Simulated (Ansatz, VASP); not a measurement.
**Two plane-wave programs on Rh**

```xyz
1
Lattice="0.0000 1.8789 1.8789 1.8789 0.0000 1.8789 1.8789 1.8789 0.0000" Properties=species:S:1:pos:R:3 pbc="T T T"
Rh    0.0000    0.0000    0.0000
```

Alike in both runs: functional LDA; k mesh 16 × 16 × 16; occupations fermi-dirac, width 0.15 eV; no spin polarisation.

Ansatz relaxed the structure, and its values are those at the end. VASP's run is a single point on that final structure, the one shown.

|  | VASP | Ansatz |
| --- | --- | --- |
| version | VASP 6.6.1 | Ansatz 0.2.0 |
| potentials or method | VASP PAW LDA potentials, release 64 (Rh_pv), cutoff 500 eV | scalar-relativistic, plane waves, PAW |
| valence electrons in the cell | 15 | 17 |

VASP gave:

| Quantity | Value |
| --- | --- |
| gap on the k mesh at the Fermi level (eV) | none |
| pressure (GPa) | 0.9 |

**Question.** Which values does Ansatz return?

**Answer.** gap on the k mesh at the Fermi level (eV): none; pressure (GPa): 0.0.

Ansatz warns that its potentials were made for another functional, while VASP's fit it. LDA's correlation is that of Perdew and Zunger in VASP and of Perdew and Wang (1992) in Ansatz. A gap of «none» marks a metal or a gap that the smearing closes. VASP's potentials hold 15 valence electrons a cell and Ansatz's 17, so a difference there can come from the potentials and not from the codes.
